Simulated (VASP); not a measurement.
Input of a VASP 6.6.1 run:

File INCAR:

```
ALGO = Normal
EDIFF = 1E-7
ENCUT = 520
GGA = PE
ISIF = 2
ISMEAR = 0
LASPH = T
LCHARG = F
LREAL = F
LWAVE = F
NBANDS = 25
NELM = 100
PREC = Accurate
SIGMA = 0.1
```

The input KPOINTS:

```
k-points
0
Gamma
  4 4 4
```

Contents of POSCAR:

```
CdP
1.0
    2.1192720135     -5.7672388416      0.0000000000
    2.1192720135      5.7672388416      0.0000000000
    0.0000000000      0.0000000000      3.4087442270
Cd P
2 2
Direct
    0.8363243428      0.1636756572      0.7500000000
    0.1636756572      0.8363243428      0.2500000000
    0.5716322158      0.4283677842      0.7500000000
    0.4283677842      0.5716322158      0.2500000000
```

Potentials or basis: VASP PAW PBE potentials, release 64 (Cd, P).

The run is started by

```sh
$ cat potpaw_PBE.64/Cd/POTCAR potpaw_PBE.64/P/POTCAR > POTCAR
$ mpirun -np 1 vasp_std > vasp.out
```

Task: What does it give for the band gap on the k mesh?

Result: Zero (bands 17 and 18 overlap by 1.75 eV).

Task: Predict the pressure.

Result: 0.1 GPa.

Task: Predict the largest force.

Result: 0.047 eV/Å.

Stress tensor (GPa, compression positive):
```
 0.08  0.00  0.00
 0.00  0.28  0.00
 0.00  0.00 -0.12
```

Caveat: the k points lie up to 0.46 Å⁻¹ apart, too coarse for converged energies and pressures of a metal.
